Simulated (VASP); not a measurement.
# AlN in VASP: a series of runs

AlN is run at these levels: PBE; tasks: single point.

Everything below comes from runs of VASP 6.6.1. Logs are shortened: lines on timing, memory, paths and dates and some standing lists are left out, and cuts for length are marked.

## (1) The cell of the first run

Symmetry: R3m, No. 160, trigonal system. The conventional cell has a = 3.191 Å, b = 3.191 Å, c = 15.634 Å, α = 90.00°, β = 90.00°, γ = 120.00°. Within 2.6 Å of Al (site symmetry 3m) lie 4 N at 1.94 to 1.98 Å. Al (site symmetry 3m) has 4 N at 1.93 to 1.96 Å within 2.6 Å. N (site symmetry 3m) has 4 Al at 1.93 to 1.94 Å within 2.6 Å. Within 2.6 Å of N (site symmetry 3m) lie 4 Al at 1.96 to 1.98 Å.

## (2) Single point, PBE (atoms displaced along a vibrational mode, the cell strained)

Contents of INCAR:

```
  ALGO = Normal
  EDIFF = 1E-6
  ENCUT = 600
  GGA = PE
  GGA_COMPAT = False
  ISIF = 2
  ISMEAR = 0
  LASPH = True
  LCHARG = False
  LREAL = False
  LWAVE = False
  NBANDS = 16
  NELM = 120
  PREC = Accurate
  SIGMA = 0.05
```

Contents of KPOINTS:

```
k-points
0
Gamma
  6 6 6
```

Contents of POSCAR:

```
AlN
1.0
    0.0000000000     -2.2566074476     -2.2566074476
   -2.2566074476      0.0000000000     -2.2566074476
    2.2566074476      2.2566074476     -4.5132148953
Al N
2 2
Direct
    0.0018094905      0.0018094905     -0.0054284716
    0.4981905095      0.4981905095      0.5054284716
    0.3749419626      0.3749419626      0.8751741121
    0.8750580374      0.8750580374      0.3748258879
```

Potentials or basis: VASP PAW PBE potentials, release 64 (Al, N).

The run is started by

```
cat potpaw_PBE.64/Al/POTCAR potpaw_PBE.64/N/POTCAR > POTCAR
mpirun -np 1 vasp_std > vasp.out
```

OUTCAR:

```text
EDIFF = 1E-6
   ENCUT = 600
   GGA = PE
   ISIF = 2
   ISMEAR = 0
   LASPH = True
   LREAL = False
   NELM = 120
   PREC = Accurate

 ion  position               nearest neighbor table
   1  0.002  0.002  0.995-   3 1.94   3 1.94   3 1.94   4 1.98   2 3.15   2 3.15   2 3.15   2 3.24
                             2 3.24   2 3.24
   2  0.498  0.498  0.505-   3 1.93   4 1.96   4 1.96   4 1.96   1 3.15   1 3.15   1 3.15   1 3.24
                             1 3.24   1 3.24
   3  0.375  0.375  0.875-   2 1.93   1 1.94   1 1.94   1 1.94
   4  0.875  0.875  0.375-   2 1.96   2 1.96   2 1.96   1 1.98

  LATTYP: Found a trigonal (rhomboedric) cell.
 ALAT       =     5.5275367964
 COS(alpha) =     0.8333333333

  Lattice vectors:

 A1 = (   2.2566074476,   4.5132148952,  -2.2566074477)
 A2 = (   4.5132148952,   2.2566074476,  -2.2566074477)
 A3 = (   2.2566074476,   2.2566074476,  -4.5132148953)

Analysis of symmetry for initial positions (statically):
=====================================================================
 Subroutine PRICEL returns:
 Original cell was already a primitive cell.

 Routine SETGRP: Setting up the symmetry group for a
 trigonal (rhombohedral) supercell.

 Subroutine GETGRP returns: Found  6 space group operations
 (whereof  6 operations were pure point group operations)
 out of a pool of 12 trial point group operations.

The static configuration has the point symmetry C_3v.

Analysis of symmetry for dynamics (positions and initial velocities):
=====================================================================
 Subroutine PRICEL returns:
 Original cell was already a primitive cell.

 Routine SETGRP: Setting up the symmetry group for a
 trigonal (rhombohedral) supercell.

 Subroutine GETGRP returns: Found  6 space group operations
 (whereof  6 operations were pure point group operations)
 out of a pool of 12 trial point group operations.

The dynamic configuration has the point symmetry C_3v.

 Subroutine INISYM returns: Found  6 space group operations
 (whereof  6 operations are pure point group operations),
 and found     1 'primitive' translations

----------------------------------------------------------------------------------------

                                     Primitive cell

  volume of cell :      45.9651

  direct lattice vectors                    reciprocal lattice vectors
     0.000000000 -2.256607448 -2.256607448     0.110785773 -0.332357318 -0.110785773
    -2.256607448  0.000000000 -2.256607448    -0.332357318  0.110785773 -0.110785773
     2.256607448  2.256607448 -4.513214895     0.110785773  0.110785773 -0.110785773

  length of vectors
     3.191324857  3.191324857  5.527536796     0.367434841  0.367434841  0.191886587

  position of ions in fractional coordinates (direct lattice)
     0.001809491  0.001809491  0.994571528
     0.498190509  0.498190509  0.505428472
     0.374941963  0.374941963  0.875174112
     0.875058037  0.875058037  0.374825888

  ion indices of the primitive-cell ions
   primitive index   ion index
                 1           1
                 2           2
                 3           3
                 4           4

----------------------------------------------------------------------------------------

 KPOINTS: k-points

Automatic generation of k-mesh.
 Grid dimensions read from file:
 generate k-points for:    6    6    6

 Generating k-lattice:

  Cartesian coordinates                     Fractional coordinates (reciprocal lattice)
     0.018464295 -0.055392886 -0.018464295     0.166666667  0.000000000  0.000000000
    -0.055392886  0.018464295 -0.018464295     0.000000000  0.166666667  0.000000000
     0.018464295  0.018464295 -0.018464295     0.000000000  0.000000000  0.166666667

  Length of vectors
     0.061239140  0.061239140  0.031981098

  Shift w.r.t. Gamma in fractional coordinates (k-lattice)
     0.000000000  0.000000000  0.000000000

 Subroutine IBZKPT returns following result:
 ===========================================

 Found     32 irreducible k-points:

 Following reciprocal coordinates:
            Coordinates               Weight
  0.000000  0.000000  0.000000      1.000000
  0.166667  0.000000 -0.000000      6.000000
  0.333333  0.000000 -0.000000      6.000000
  0.500000  0.000000  0.000000      3.000000
  0.166667  0.166667 -0.000000      6.000000
  0.333333  0.166667  0.000000     12.000000
[... 16 lines left out ...]
 -0.166667  0.500000  0.166667     12.000000
 -0.333333 -0.333333  0.166667      6.000000
 [... further k-points ...]
   k-points           NKPTS =     32   k-points in BZ     NKDIM =     32   number of bands    NBANDS=     16
   number of dos      NEDOS =    301   number of ions     NIONS =      4
   total plane-waves  NPLWV =  37632
   dimension x,y,z NGX =    28 NGY =   28 NGZ =   48
   dimension x,y,z NGXF=    56 NGYF=   56 NGZF=   96
   ions per type =               2   2
   NGX,Y,Z   is equivalent  to a cutoff of  14.59, 14.59, 14.44 a.u.
   NGXF,Y,Z  is equivalent  to a cutoff of  29.17, 29.17, 28.87 a.u.
 SYSTEM =  unknown system
   PREC   = accura    normal or accurate (medium, high low for compatibility)
   ISTART =      0    job   : 0-new  1-cont  2-samecut
   ICHARG =      2    charge: 1-file 2-atom 10-const
   ISPIN  =      1    spin polarized calculation?
   LNONCOLLINEAR =      F non collinear calculations
   LSORBIT =      F    spin-orbit coupling
   LASPH  =      T    aspherical Exc in radial PAW
   ENCUT  =  600.0 eV  44.10 Ry    6.64 a.u.   6.37  6.37 11.04*2*pi/ulx,y,z
   NELM   =    120;   NELMIN=  2; NELMDL= -5     # of ELM steps
   EDIFF  = 0.1E-05   stopping-criterion for ELM
   LREAL  =      F    real-space projection
   EDIFFG = 0.1E-04   stopping-criterion for IOM
   NSW    =      0    number of steps for IOM
   IBRION =     -1    ionic relax: 0-MD 1-quasi-New 2-CG
   NFREE  =      0    steps in history (QN), initial steepest desc. (CG)
   ISIF   =      2    stress and relaxation
   ISYM   =      2    0-nonsym 1-usesym 2-fastsym
   POTIM  = 0.5000    time-step for ionic-motion
   TEBEG  =    0.0;   TEEND  =   0.0 temperature during run
   PSTRESS=    0.0 pullay stress
   NELECT =      16.0000    total number of electrons
   NUPDOWN=      -1.0000    fix difference up-down
   EMIN   =  10.00;   EMAX   =-10.00  energy-range for DOS
   EFERMI =   0.00;   METHOD = LEGACY
   ISMEAR =     0;   SIGMA  =   0.05  broadening in eV -4-tet -1-fermi 0-gaus
   EFERMI_NEDOS =   21; number of points for ismear=-14 and -15
   IALGO  =     38    algorithm
   IMIX   =      4    mixing-type and parameters
     AMIX     =   0.40;   BMIX     =  1.00
     AMIX_MAG =   1.60;   BMIX_MAG =  1.00
  volume/ion in A,a.u.               =      11.49        77.55
  Fermi-wavevector in a.u.,A,eV,Ry     =   1.151610  2.176228 18.044127  1.326206
  Thomas-Fermi vector in A             =   2.288267
   LORBIT       =      0    0 simple, 1 ext, 2 COOP (PROOUT), +10 PAW based schemes
   GGA     = PE    functional components
   LHFCALC =     F    Hartree Fock is set to
   AEXX    =    0.0000 exact exchange contribution
   IVDW    =     0    specifies the selected vdW correction
   LEPSILON=     F    determine dielectric tensor
   LRPA    =     F    only Hartree local field effects (RPA)
 non-spin polarized calculation
 Gauss-broadening in eV      SIGMA  =   0.05
  energy-cutoff  :      600.00
  volume of cell :       45.97
 maximum number of plane-waves:      1556
 NGX is ok and might be reduce to    28
   NGX = 13   NGY = 13   NGZ = 23

 number of electron      16.0000000 magnetization

 Free energy of the ion-electron system (eV)
  ---------------------------------------------------
  ext. energy  EPLUGINS =         0.00000000
  ---------------------------------------------------
  free energy    TOTEN  =       -29.53612879 eV

  energy without entropy =      -29.53612879  energy(sigma->0) =      -29.53612879

 E-fermi :   5.4458     XC(G=0): -10.5129

 val. band max:        5.1734563420   @ k =   0.0000   0.0000   0.0000
 cond. band min:       8.3320839538   @ k =   0.5000   0.5000   0.0000
 fundamental gap:      3.1586276118
 Fermi energy:         5.4458258002

 k-point     1 :       0.0000    0.0000    0.0000
  band No.  band energies     occupation
      1      -9.3812      2.00000
      2      -7.5606      2.00000
      3      -0.3805      2.00000
      4       4.5173      2.00000
      5       4.5173      2.00000
      6       5.0833      2.00000
[... 8 lines left out ...]
     15      16.7086      0.00000
     16      16.7086      0.00000

 k-point     2 :       0.1667    0.0000   -0.0000
  band No.  band energies     occupation
      1      -9.0588      2.00000
      2      -7.4017      2.00000
      3       0.0460      2.00000
      4       3.2418      2.00000
      5       3.7156      2.00000
      6       4.2904      2.00000
[... 8 lines left out ...]
     15      16.8975      0.00000
     16      17.0596      0.00000

 k-point     3 :       0.3333    0.0000   -0.0000
  band No.  band energies     occupation
      1      -8.2352      2.00000
      2      -7.1163      2.00000
      3       0.9939      2.00000
      4       1.4508      2.00000
      5       1.8075      2.00000
      6       3.8981      2.00000
[... 8 lines left out ...]
     15      17.3589      0.00000
     16      17.6938      0.00000

 k-point     4 :       0.5000    0.0000    0.0000
  band No.  band energies     occupation
      1      -7.5582      2.00000
      2      -7.1395      2.00000
      3       0.3914      2.00000
      4       0.7917      2.00000
      5       2.7628      2.00000
      6       3.0135      2.00000
[... 8 lines left out ...]
     15      17.5388      0.00000
     16      17.7477      0.00000
[... 324 lines left out ...]
 k-point    22 :      -0.3333    0.5000    0.1667
  band No.  band energies     occupation
      1      -7.5909      2.00000
      2      -7.0881      2.00000
      3       0.0914      2.00000
      4       0.8005      2.00000
      5       2.6763      2.00000
      6       3.6104      2.00000
[... 8 lines left out ...]
     15      16.7964      0.00000
     16      18.6592      0.00000

 k-point    23 :      -0.1667    0.5000    0.1667
  band No.  band energies     occupation
      1      -7.5620      2.00000
      2      -7.1346      2.00000
      3       0.2739      2.00000
      4       0.9216      2.00000
      5       2.8111      2.00000
      6       3.1084      2.00000
[... 8 lines left out ...]
     15      17.0499      0.00000
     16      18.1660      0.00000

 k-point    24 :      -0.3333   -0.3333    0.1667
  band No.  band energies     occupation
      1      -8.0205      2.00000
      2      -7.3786      2.00000
      3       0.4875      2.00000
      4       0.9859      2.00000
      5       3.4240      2.00000
      6       3.6108      2.00000
[... 8 lines left out ...]
     15      16.6720      0.00000
     16      18.8851      0.00000

 [... further k-points ...]

------------------------ aborting loop because EDIFF is reached ----------------------------------------

  FORCE on cell =-STRESS in cart. coord.  units (eV):
  Direction    XX          YY          ZZ          XY          YZ          ZX
  --------------------------------------------------------------------------------------
  -------------------------------------------------------------------------------------
  Total       -3.6260700     -3.6260700     -3.6260700      0.0050560     -0.0050560     -0.0050560
  in kB     -126.3917490   -126.3917490   -126.3917490      0.1762351     -0.1762351     -0.1762351
  external PRESSURE =    -126.3917490 kB  Pullay stress =       0.0000000 kB

 VOLUME and BASIS-vectors are now :
 -----------------------------------------------------------------------------
  energy-cutoff  :      600.00
  volume of cell :       45.97
      direct lattice vectors                 reciprocal lattice vectors
     0.000000000 -2.256607448 -2.256607448     0.110785773 -0.332357318 -0.110785773
    -2.256607448  0.000000000 -2.256607448    -0.332357318  0.110785773 -0.110785773
     2.256607448  2.256607448 -4.513214895     0.110785773  0.110785773 -0.110785773

 POSITION                                       TOTAL-FORCE (eV/Angst)
 -----------------------------------------------------------------------------------
      2.24027      2.24027     -4.49688         0.428520      0.428520     -0.428520
      0.01633      0.01633     -4.52955        -0.457662     -0.457662      0.457662
      1.12883      1.12883     -5.64204        -0.020270     -0.020270      0.020270
     -1.12883     -1.12883     -5.64099         0.049412      0.049412     -0.049412
 -----------------------------------------------------------------------------------
    total drift:                                0.000066      0.000066     -0.000067

  FREE ENERGIE OF THE ION-ELECTRON SYSTEM (eV)
  ---------------------------------------------------
  free  energy   TOTEN  =       -29.5361287905 eV

  energy  without entropy=      -29.5361287905  energy(sigma->0) =      -29.53612879
```

It took 26 s on 1 thread of Intel Xeon Platinum 8488C (Sapphire Rapids), shared host; peak memory 0.18 GiB.

Results:

```yaml
Free_energy: -29.5361 eV
Pressure: -12.6 GPa
Largest_force: 0.793 eV/Å
Band_gap_on_the_k_mesh: 3.16 eV
```

Forces in eV/Å, atoms in the order of the input:
```
Al   0.429  0.429 -0.429
Al  -0.458 -0.458  0.458
N   -0.020 -0.020  0.020
N    0.049  0.049 -0.049
```

Caveat: the cell differs from its parent crystal (atoms displaced along a vibrational mode, the cell strained); the cell stands under tension.

## (3) Single point, PBE (atoms displaced along a vibrational mode, the cell strained)

Contents of INCAR:

```
SYSTEM = AlN
PREC = Accurate
ENCUT = 600
EDIFF = 1E-6
ISMEAR = 0
SIGMA = 0.05
LREAL = .False.
LASPH = .True.
NELM = 120
ALGO = Normal
ISIF = 2
LWAVE = .False.
LCHARG = .False.
GGA = PE
NBANDS = 16
GGA_COMPAT = .False.
```

Contents of KPOINTS:

```
Automatic mesh
0
Gamma
  6 6 6
  0 0 0
```

Contents of POSCAR:

```
AlN
1.0
    0.0000000000     -2.2566074476     -2.2566074476
   -2.2566074476      0.0000000000     -2.2566074476
    2.2566074476      2.2566074476     -4.5132148953
Al N
2 2
Direct
    0.0036189810      0.0036189810     -0.0108569431
    0.4963810190      0.4963810190      0.5108569431
    0.3748839253      0.3748839253      0.8753482242
    0.8751160747      0.8751160747      0.3746517758
```

Potentials or basis: VASP PAW PBE potentials, release 64 (Al, N).

The run is started by

```
cat potpaw_PBE.64/Al/POTCAR potpaw_PBE.64/N/POTCAR > POTCAR
mpirun -np 1 vasp_std > vasp.out
```

It took 27 s on 1 thread of Intel Xeon Platinum 8488C (Sapphire Rapids), shared host; peak memory 0.18 GiB.

Results (log left out):

```yaml
Free_energy: -29.4708 eV
Pressure: -12.3 GPa
Largest_force: 1.633 eV/Å
Band_gap_on_the_k_mesh: 2.95 eV
```

Forces on the atoms (eV/Å):
```
Al   0.830  0.830 -0.830
Al  -0.943 -0.943  0.943
N   -0.010 -0.010  0.010
N    0.122  0.122 -0.122
```

Stress tensor (GPa, compression positive):
```
-12.32   0.09  -0.09
  0.09 -12.32  -0.09
 -0.09  -0.09 -12.32
```

Levels at points of the mesh, in eV from the valence-band top:
| k point | band 6 | band 7 | band 8 | band 9 | band 10 | band 11 |
| --- | --- | --- | --- | --- | --- | --- |
| (0.00, 0.00, 0.00) | -0.27 | 0.00 | 0.00 | 3.02 | 6.27 | 8.91 |
| (0.50, 0.00, 0.00) | -2.22 | -1.86 | -0.96 | 4.99 | 5.64 | 8.74 |
| (0.50, 0.50, 0.00) | -1.95 | -0.70 | -0.60 | 2.95 | 6.15 | 7.80 |
| (0.00, 0.00, 0.50) | -0.99 | -0.07 | -0.07 | 5.09 | 5.60 | 9.62 |

Caveat: the cell differs from its parent crystal (atoms displaced along a vibrational mode, the cell strained); the cell stands under tension; forces of over 1 eV/Å act on the atoms, so gaps and moduli don't describe the material at rest.

[end of part 1 of 2]
